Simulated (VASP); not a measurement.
# Ta2Se5 (P6/mmm) in VASP: further runs

Runs on Ta2Se5. Level: PBE. Tasks: single point.

Everything below comes from runs of VASP 6.6.1. Logs are shortened: lines on timing, memory, paths and dates and some standing lists are left out, and cuts for length are marked.

### 1 The cell of the first run

It takes space group P6/mmm (No. 191, hexagonal). Conventional cell: a = 4.938 Å, b = 4.938 Å, c = 7.702 Å, α = 90.00°, β = 90.00°, γ = 120.00°. Ta (site symmetry 6mm) has 1 Ta at 2.25 Å and 7 Se at 2.73 to 3.06 Å within 3.1 Å. Se (site symmetry -6m2) has 5 Se at 2.85 to 3.85 Å and 6 Ta at 3.06 Å within 3.9 Å. Within 4.0 Å of Se (site symmetry -6m2) lie 8 Se at 2.85 to 3.85 Å and 6 Ta at 3.95 Å. Within 3.6 Å of Se (site symmetry 6/mmm) lie 2 Ta at 2.73 Å and 6 Se at 2.85 Å.

The cell was built from a structure type or drawn by symmetry, and may not be a known phase.

### 2 Single point, PBE

Input file INCAR:

```
SYSTEM = Ta2Se5
  PREC = Accurate
  ENCUT = 520
  EDIFF = 1E-6
  ISMEAR = 0
  SIGMA = 0.1
  LREAL = .False.
  LASPH = .True.
  NELM = 80
  ALGO = Normal
  ISIF = 2
  LWAVE = .False.
  LCHARG = .False.
  GGA = PE
  NBANDS = 35
```

Input file KPOINTS:

```
Automatic mesh
0
Gamma
  12 12 6
  0 0 0
```

Input file POSCAR:

```
Ta2Se5
1.0
    4.9384920379      0.0000000000      0.0000000000
   -2.4692460189      4.2768595612      0.0000000000
    0.0000000000      0.0000000000      7.7017940068
Ta Se
2 5
Direct
    0.0000000000      0.0000000000      0.8541852801
    0.0000000000      0.0000000000      0.1458147199
    0.3333333333      0.6666666667      0.0000000000
    0.6666666667      0.3333333333      0.0000000000
    0.3333333333      0.6666666667      0.5000000000
    0.6666666667      0.3333333333      0.5000000000
    0.0000000000      0.0000000000      0.5000000000
```

Potentials or basis: VASP PAW PBE potentials, release 64 (Ta_pv, Se).

The run is started by

```bash
cat potpaw_PBE.64/Ta_pv/POTCAR potpaw_PBE.64/Se/POTCAR > POTCAR
mpirun -np 1 vasp_std > vasp.out
```

OUTCAR:

```text
SYSTEM = Ta2Se5
   PREC = Accurate
   ENCUT = 520
   EDIFF = 1E-6
   ISMEAR = 0
   LREAL = .False.
   LASPH = .True.
   NELM = 80
   ISIF = 2
   GGA = PE

 ion  position               nearest neighbor table
   1  0.000  0.000  0.854-   2 2.25   7 2.73   4 3.06   3 3.06   3 3.06   4 3.06   4 3.06   3 3.06

   2  0.000  0.000  0.146-   1 2.25   7 2.73   4 3.06   3 3.06   3 3.06   4 3.06   4 3.06   3 3.06

   3  0.333  0.667  0.000-   1 3.06   2 3.06   1 3.06   2 3.06   1 3.06   2 3.06
   4  0.667  0.333  0.000-   1 3.06   2 3.06   1 3.06   2 3.06   1 3.06   2 3.06
   5  0.333  0.667  0.500-
   6  0.667  0.333  0.500-
   7  0.000  0.000  0.500-   1 2.73   2 2.73

  LATTYP: Found a hexagonal cell.
 ALAT       =     4.9384920379
 C/A-ratio  =     1.5595436720

  Lattice vectors:

 A1 = (   4.9384920379,   0.0000000000,   0.0000000000)
 A2 = (  -2.4692460189,   4.2768595612,   0.0000000000)
 A3 = (   0.0000000000,   0.0000000000,   7.7017940068)

Analysis of symmetry for initial positions (statically):
=====================================================================
 Subroutine PRICEL returns:
 Original cell was already a primitive cell.

 Routine SETGRP: Setting up the symmetry group for a
 hexagonal supercell.

 Subroutine GETGRP returns: Found 24 space group operations
 (whereof 24 operations were pure point group operations)
 out of a pool of 24 trial point group operations.

The static configuration has the point symmetry D_6h.

Analysis of symmetry for dynamics (positions and initial velocities):
=====================================================================
 Subroutine PRICEL returns:
 Original cell was already a primitive cell.

 Routine SETGRP: Setting up the symmetry group for a
 hexagonal supercell.

 Subroutine GETGRP returns: Found 24 space group operations
 (whereof 24 operations were pure point group operations)
 out of a pool of 24 trial point group operations.

The dynamic configuration has the point symmetry D_6h.

 Subroutine INISYM returns: Found 24 space group operations
 (whereof 24 operations are pure point group operations),
 and found     1 'primitive' translations

----------------------------------------------------------------------------------------

                                     Primitive cell

  volume of cell :     162.6714

  direct lattice vectors                    reciprocal lattice vectors
     4.938492038  0.000000000  0.000000000     0.202490961  0.116908211  0.000000000
    -2.469246019  4.276859561  0.000000000     0.000000000  0.233816422  0.000000000
     0.000000000  0.000000000  7.701794007     0.000000000  0.000000000  0.129839879

  length of vectors
     4.938492038  4.938492038  7.701794007     0.233816422  0.233816422  0.129839879

  position of ions in fractional coordinates (direct lattice)
     0.000000000  0.000000000  0.854185280
     0.000000000  0.000000000  0.145814720
     0.333333333  0.666666667  0.000000000
     0.666666667  0.333333333  0.000000000
     0.333333333  0.666666667  0.500000000
     0.666666667  0.333333333  0.500000000
     0.000000000  0.000000000  0.500000000

  ion indices of the primitive-cell ions
   primitive index   ion index
                 1           1
                 2           2
                 3           3
                 4           4
                 5           5
                 6           6
                 7           7

----------------------------------------------------------------------------------------

 KPOINTS: Automatic mesh

Automatic generation of k-mesh.
 Grid dimensions read from file:
 generate k-points for:   12   12    6

 Generating k-lattice:

  Cartesian coordinates                     Fractional coordinates (reciprocal lattice)
     0.016874247  0.009742351  0.000000000     0.083333333 -0.000000000  0.000000000
     0.000000000  0.019484702  0.000000000     0.000000000  0.083333333  0.000000000
     0.000000000  0.000000000  0.021639980     0.000000000  0.000000000  0.166666667

  Length of vectors
     0.019484702  0.019484702  0.021639980

  Shift w.r.t. Gamma in fractional coordinates (k-lattice)
     0.000000000  0.000000000  0.000000000

 Subroutine IBZKPT returns following result:
 ===========================================

 Found     76 irreducible k-points:

 Following reciprocal coordinates:
            Coordinates               Weight
  0.000000  0.000000  0.000000      1.000000
  0.083333  0.000000  0.000000      6.000000
  0.166667 -0.000000  0.000000      6.000000
  0.250000 -0.000000  0.000000      6.000000
  0.333333 -0.000000  0.000000      6.000000
  0.416667  0.000000  0.000000      6.000000
[... 16 lines left out ...]
  0.250000 -0.000000  0.166667     12.000000
  0.333333 -0.000000  0.166667     12.000000
 [... further k-points ...]
   k-points           NKPTS =     76   k-points in BZ     NKDIM =     76   number of bands    NBANDS=     35
   number of dos      NEDOS =    301   number of ions     NIONS =      7
   total plane-waves  NPLWV =  96000
   dimension x,y,z NGX =    40 NGY =   40 NGZ =   60
   dimension x,y,z NGXF=    80 NGYF=   80 NGZF=  120
   ions per type =               2   5
   NGX,Y,Z   is equivalent  to a cutoff of  13.47, 13.47, 12.95 a.u.
   NGXF,Y,Z  is equivalent  to a cutoff of  26.93, 26.93, 25.90 a.u.
 SYSTEM =  Ta2Se5
   PREC   = accura    normal or accurate (medium, high low for compatibility)
   ISTART =      0    job   : 0-new  1-cont  2-samecut
   ICHARG =      2    charge: 1-file 2-atom 10-const
   ISPIN  =      1    spin polarized calculation?
   LNONCOLLINEAR =      F non collinear calculations
   LSORBIT =      F    spin-orbit coupling
   LASPH  =      T    aspherical Exc in radial PAW
   ENCUT  =  520.0 eV  38.22 Ry    6.18 a.u.   9.18  9.18 14.32*2*pi/ulx,y,z
   NELM   =     80;   NELMIN=  2; NELMDL= -5     # of ELM steps
   EDIFF  = 0.1E-05   stopping-criterion for ELM
   LREAL  =      F    real-space projection
   EDIFFG = 0.1E-04   stopping-criterion for IOM
   NSW    =      0    number of steps for IOM
   IBRION =     -1    ionic relax: 0-MD 1-quasi-New 2-CG
   NFREE  =      0    steps in history (QN), initial steepest desc. (CG)
   ISIF   =      2    stress and relaxation
   ISYM   =      2    0-nonsym 1-usesym 2-fastsym
   POTIM  = 0.5000    time-step for ionic-motion
   TEBEG  =    0.0;   TEEND  =   0.0 temperature during run
   PSTRESS=    0.0 pullay stress
   NELECT =      52.0000    total number of electrons
   NUPDOWN=      -1.0000    fix difference up-down
   EMIN   =  10.00;   EMAX   =-10.00  energy-range for DOS
   EFERMI =   0.00;   METHOD = LEGACY
   ISMEAR =     0;   SIGMA  =   0.10  broadening in eV -4-tet -1-fermi 0-gaus
   EFERMI_NEDOS =   21; number of points for ismear=-14 and -15
   IALGO  =     38    algorithm
   IMIX   =      4    mixing-type and parameters
     AMIX     =   0.40;   BMIX     =  1.00
     AMIX_MAG =   1.60;   BMIX_MAG =  1.00
  volume/ion in A,a.u.               =      23.24       156.82
  Fermi-wavevector in a.u.,A,eV,Ry     =   1.119366  2.115295 17.047838  1.252981
  Thomas-Fermi vector in A             =   2.256005
   LORBIT       =      0    0 simple, 1 ext, 2 COOP (PROOUT), +10 PAW based schemes
   GGA     = PE    functional components
   LHFCALC =     F    Hartree Fock is set to
   AEXX    =    0.0000 exact exchange contribution
   IVDW    =     0    specifies the selected vdW correction
   LEPSILON=     F    determine dielectric tensor
   LRPA    =     F    only Hartree local field effects (RPA)
 non-spin polarized calculation
 Gauss-broadening in eV      SIGMA  =   0.10
  energy-cutoff  :      520.00
  volume of cell :      162.67
 maximum number of plane-waves:      4413
 NGX is ok and might be reduce to    40
   NGX = 19   NGY = 19   NGZ = 29

 number of electron      52.0000004 magnetization

 Free energy of the ion-electron system (eV)
  ---------------------------------------------------
  ext. energy  EPLUGINS =         0.00000000
  ---------------------------------------------------
  free energy    TOTEN  =       -35.72709938 eV

  energy without entropy =      -35.70186470  energy(sigma->0) =      -35.71448204

 E-fermi :   4.6531     XC(G=0): -10.1046

 val. band max:        4.6413903484   @ k =   0.1667  -0.0000   0.5000
 cond. band min:       4.6560539135   @ k =   0.3333  -0.0000   0.3333
 fundamental gap:      0.0146635651
 Fermi energy:         4.6530967806

 k-point     1 :       0.0000    0.0000    0.0000
  band No.  band energies     occupation
      1     -31.5564      2.00000
      2     -30.7879      2.00000
      3     -30.7879      2.00000
      4     -30.4190      2.00000
      5     -30.4190      2.00000
      6     -28.9860      2.00000
[... 27 lines left out ...]
     34       6.6216      0.00000
     35       8.4633      0.00000

 k-point     2 :       0.0833    0.0000    0.0000
  band No.  band energies     occupation
      1     -31.5564      2.00000
      2     -30.7881      2.00000
      3     -30.7879      2.00000
      4     -30.4191      2.00000
      5     -30.4191      2.00000
      6     -28.9860      2.00000
[... 27 lines left out ...]
     34       6.6709      0.00000
     35       8.2224      0.00000

 k-point     3 :       0.1667   -0.0000    0.0000
  band No.  band energies     occupation
      1     -31.5563      2.00000
      2     -30.7888      2.00000
      3     -30.7881      2.00000
      4     -30.4195      2.00000
      5     -30.4191      2.00000
      6     -28.9860      2.00000
[... 27 lines left out ...]
     34       6.8882      0.00000
     35       7.3273      0.00000

 k-point     4 :       0.2500   -0.0000    0.0000
  band No.  band energies     occupation
      1     -31.5562      2.00000
      2     -30.7898      2.00000
      3     -30.7883      2.00000
      4     -30.4199      2.00000
      5     -30.4192      2.00000
      6     -28.9859      2.00000
[... 27 lines left out ...]
     34       6.9527      0.00000
     35       7.1453      0.00000

 k-point     5 :       0.3333   -0.0000    0.0000
  band No.  band energies     occupation
      1     -31.5560      2.00000
      2     -30.7908      2.00000
      3     -30.7885      2.00000
      4     -30.4203      2.00000
      5     -30.4193      2.00000
      6     -28.9859      2.00000
[... 638 lines left out ...]
 k-point    22 :       0.1667   -0.0000    0.1667
  band No.  band energies     occupation
      1     -31.5562      2.00000
      2     -30.7888      2.00000
      3     -30.7881      2.00000
      4     -30.4195      2.00000
      5     -30.4191      2.00000
      6     -28.9862      2.00000
[... 27 lines left out ...]
     34       6.9557      0.00000
     35       7.2979      0.00000

 k-point    23 :       0.2500   -0.0000    0.1667
  band No.  band energies     occupation
      1     -31.5561      2.00000
      2     -30.7898      2.00000
      3     -30.7883      2.00000
      4     -30.4199      2.00000
      5     -30.4192      2.00000
      6     -28.9862      2.00000
[... 27 lines left out ...]
     34       7.0248      0.00000
     35       7.1444      0.00000

 k-point    24 :       0.3333   -0.0000    0.1667
  band No.  band energies     occupation
      1     -31.5560      2.00000
      2     -30.7907      2.00000
      3     -30.7885      2.00000
      4     -30.4203      2.00000
      5     -30.4193      2.00000
      6     -28.9861      2.00000
[... 27 lines left out ...]
     34       6.8954      0.00000
     35       7.0864      0.00000

 [... further k-points ...]

------------------------ aborting loop because EDIFF is reached ----------------------------------------

  FORCE on cell =-STRESS in cart. coord.  units (eV):
  Direction    XX          YY          ZZ          XY          YZ          ZX
  --------------------------------------------------------------------------------------
  -------------------------------------------------------------------------------------
  Total        0.0467755      0.0467755      0.4578665      0.0000000      0.0000000      0.0000000
  in kB        0.4606996      0.4606996      4.5096020      0.0000000      0.0000000      0.0000000
  external PRESSURE =       1.8103337 kB  Pullay stress =       0.0000000 kB

 VOLUME and BASIS-vectors are now :
 -----------------------------------------------------------------------------
  energy-cutoff  :      520.00
  volume of cell :      162.67
      direct lattice vectors                 reciprocal lattice vectors
     4.938492038  0.000000000  0.000000000     0.202490961  0.116908211  0.000000000
    -2.469246019  4.276859561  0.000000000     0.000000000  0.233816422  0.000000000
     0.000000000  0.000000000  7.701794007     0.000000000  0.000000000  0.129839879

 POSITION                                       TOTAL-FORCE (eV/Angst)
 -----------------------------------------------------------------------------------
      0.00000      0.00000      6.57876        -0.000000     -0.000000     -0.150882
      0.00000      0.00000      1.12303        -0.000000     -0.000000      0.150882
     -0.00000      2.85124      0.00000        -0.000000      0.000000     -0.000000
      2.46925      1.42562      0.00000         0.000000     -0.000000     -0.000000
     -0.00000      2.85124      3.85090        -0.000000      0.000000     -0.000000
      2.46925      1.42562      3.85090         0.000000     -0.000000     -0.000000
      0.00000      0.00000      3.85090        -0.000000     -0.000000     -0.000000
 -----------------------------------------------------------------------------------
    total drift:                                0.000000     -0.000000     -0.000000

  FREE ENERGIE OF THE ION-ELECTRON SYSTEM (eV)
  ---------------------------------------------------
  free  energy   TOTEN  =       -35.7270993843 eV

  energy  without entropy=      -35.7018646994  energy(sigma->0) =      -35.71448204
```

It took 5.2 min on 1 thread of AMD EPYC 9R45 (Zen 5), shared host; peak memory 0.5 GiB.

What came out:

```yaml
Free_energy: -35.7271 eV
Pressure: 0.2 GPa
Largest_force: 0.151 eV/Å
Band_gap_on_the_k_mesh: zero (bands 26 and 27 overlap by 0.77 eV)
```

Forces in eV/Å, atoms in the order of the input:
```
Ta   0.000  0.000 -0.151
Ta   0.000  0.000  0.151
Se   0.000  0.000  0.000
Se   0.000  0.000  0.000
Se   0.000  0.000  0.000
Se   0.000  0.000  0.000
Se   0.000  0.000  0.000
```

Levels at points of the mesh, in eV from the Fermi level:
| k point | band 24 | band 25 | band 26 | band 27 | band 28 | band 29 |
| --- | --- | --- | --- | --- | --- | --- |
| (0.00, 0.00, 0.00) | -1.39 | -0.02 | 0.19 | 0.19 | 0.27 | 0.80 |
| (0.50, 0.00, 0.00) | -1.03 | -0.81 | -0.30 | 0.07 | 0.41 | 0.56 |
| (0.00, 0.00, 0.50) | -0.34 | 0.30 | 0.30 | 0.35 | 0.35 | 0.74 |
| (0.50, 0.00, 0.50) | -1.26 | -0.12 | 0.09 | 0.22 | 0.33 | 0.59 |

Caveat: spin-orbit coupling is left out, which moves the levels of the heavy elements.

### 3 Single point, PBE, collinear spin

This run uses another cell than the first one, of 23.49 Å³/atom.

Input file INCAR:

```
  ALGO = Normal
  EDIFF = 1E-6
  ENCUT = 520
  GGA = PE
  ISIF = 2
  ISMEAR = 0
  ISPIN = 2
  LASPH = T
  LCHARG = F
  LMAXMIX = 4
  LORBIT = 11
  LREAL = F
  LWAVE = F
  MAGMOM = 1 1 0 0 0 0 0
  NBANDS = 39
  NELM = 150
  PREC = Accurate
  SIGMA = 0.1
```

Input file KPOINTS:

```
k-points
0
Gamma
  6 6 2
```

Input file POSCAR:

```
Ta2Se5
1.0
    4.9144230292      0.0000000000      0.0000000000
   -2.4572115146      4.2560151882      0.0000000000
    0.0000000000      0.0000000000      7.8612776330
Ta Se
2 5
Direct
    0.0000000000      0.0000000000      0.8561463326
    0.0000000000      0.0000000000      0.1438536674
    0.3333333333      0.6666666667      0.0000000000
    0.6666666667      0.3333333333      0.0000000000
    0.3333333333      0.6666666667      0.5000000000
    0.6666666667      0.3333333333      0.5000000000
    0.0000000000      0.0000000000      0.5000000000
```

Potentials or basis: VASP PAW PBE potentials, release 64 (Ta_pv, Se).

The run is started by

```bash
cat potpaw_PBE.64/Ta_pv/POTCAR potpaw_PBE.64/Se/POTCAR > POTCAR
mpirun -np 1 vasp_std > vasp.out
```

It took 2 min on 1 thread of AMD EPYC 9R45 (Zen 5), shared host; peak memory 0.39 GiB.

It converged, with:

| Item | Value |
| --- | --- |
| Free energy | -35.8379 eV |
| Pressure | -0.9 GPa |
| Largest force | 0.401 eV/Å |
| Band gap on the k mesh | zero (filled and empty bands overlap) |
| Net moment | 0.00 μB per cell |
| Valence electrons inside the program's atomic spheres | Ta 8.86; Se 3.75, 3.69, 3.73 (each value once) |

Forces in eV/Å, atoms in the order of the input:
```
Ta   0.000  0.000  0.401
Ta   0.000  0.000 -0.401
Se   0.000  0.000  0.000
Se   0.000  0.000  0.000
Se   0.000  0.000  0.000
Se   0.000  0.000  0.000
Se   0.000  0.000  0.000
```

Stress tensor (GPa, compression positive):
```
 0.95  0.00  0.00
 0.00  0.95  0.00
 0.00  0.00 -4.59
```

Levels at points of the mesh, in eV from the Fermi level:
Spin up:
```tsv
k point	band 24	band 25	band 26	band 27	band 28	band 29
(0.00, 0.00, 0.00)	-1.51	-0.15	0.05	0.05	0.09	0.73
(0.50, 0.00, 0.00)	-1.10	-1.02	-0.40	-0.01	0.26	0.45
(0.00, 0.00, 0.50)	-0.43	0.19	0.19	0.29	0.29	0.60
(0.50, 0.00, 0.50)	-1.31	-0.20	0.01	0.11	0.25	0.38
```
Spin down:
```tsv
k point	band 23	band 24	band 25	band 26	band 27	band 28	band 29	band 30
(0.00, 0.00, 0.00)	-1.64	-1.51	-0.15	0.05	0.05	0.09	0.73	0.73
(0.50, 0.00, 0.00)	-1.35	-1.10	-1.02	-0.40	-0.01	0.26	0.45	0.50
(0.00, 0.00, 0.50)	-1.27	-0.43	0.19	0.19	0.29	0.29	0.60	0.98
(0.50, 0.00, 0.50)	-1.83	-1.31	-0.20	0.01	0.11	0.25	0.38	0.43
```

Caveat: the k points lie up to 0.40 Å⁻¹ apart, too coarse for converged energies and pressures of a metal; spin-orbit coupling is left out, which moves the levels of the heavy elements.
